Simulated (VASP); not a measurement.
The system is GdZr.

```xyz
2
Lattice="3.1767 0.0000 0.0000 -1.5883 2.7511 0.0000 0.0000 0.0000 5.0976" Properties=species:S:1:pos:R:3 pbc="T T T"
Gd    1.5883    0.9170    2.5488
Zr    0.0000    1.8340    0.0000
```

Base run:

| Quantity | Value |
| --- | --- |
| Program | VASP 6.6.1 |
| Functional | LDA |
| Potentials or basis | VASP PAW PBE potentials, release 64 (Gd, Zr_sv) |
| Cutoff | 520 eV |
| k mesh | 11 × 11 × 6 |
| Occupations | methfessel-paxton, width 0.05 eV |
| Spin | collinear spin, ferromagnetic start |
| Starting moments | [7.0, 0.0] μB |

Its results: pressure 7.8 GPa; net moment 7.01 μB per cell; site moments Gd +6.81; Zr -0.07 μB.

Task: The run is repeated on the same cell with these changes: functional from LDA to PBEsol; occupations from methfessel-paxton, width 0.05 eV to fermi-dirac, width 0.05 eV. What comes out?

Result: Pressure 11.3 GPa; net moment 7.27 μB per cell; site moments Gd +6.90; Zr -0.03 μB.

Caveats: the cell stands under pressure; the PAW data sets were made with another functional, which shifts forces and pressure a little.
